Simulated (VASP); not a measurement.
Runs of VASP 6.6.1 on Ge. Symmetry: Imma, No. 74, orthorhombic system. The conventional cell has a = 4.992 Å, b = 5.302 Å, c = 2.874 Å, α = 90.00°, β = 90.00°, γ = 90.00°. Within 3.5 Å of Ge (site symmetry mm2) lie 8 Ge at 2.68 to 3.08 Å. 

```csv
k mesh,gap on the mesh (eV),pressure (GPa),largest force (eV/Å)
5 × 5 × 5,none,-1.8,0.08
8 × 8 × 8,none,(a),0.03
7 × 7 × 7,none,-2.8,0.05
6 × 6 × 6,none,-2.1,0.04
4 × 4 × 4,none,-2.8,0.13
```

Alike in all rows: task single point; level PBEsol; potentials or basis VASP PAW PBE potentials, release 64 (Ge_d); no spin polarisation; cell as given; cutoff (eV) 500; smearing fermi-dirac 0.15 eV.

Question: Fill in the values left out.

Answer: (a) -2.7.

Caveats: some runs use coarse meshes; the PAW data sets were made with another functional, which shifts forces and pressure a little.

A k mesh can miss the band edges, and the runs leave out spin-orbit coupling on Ge.

A gap of «none» marks levels without a gap at the run's occupations.
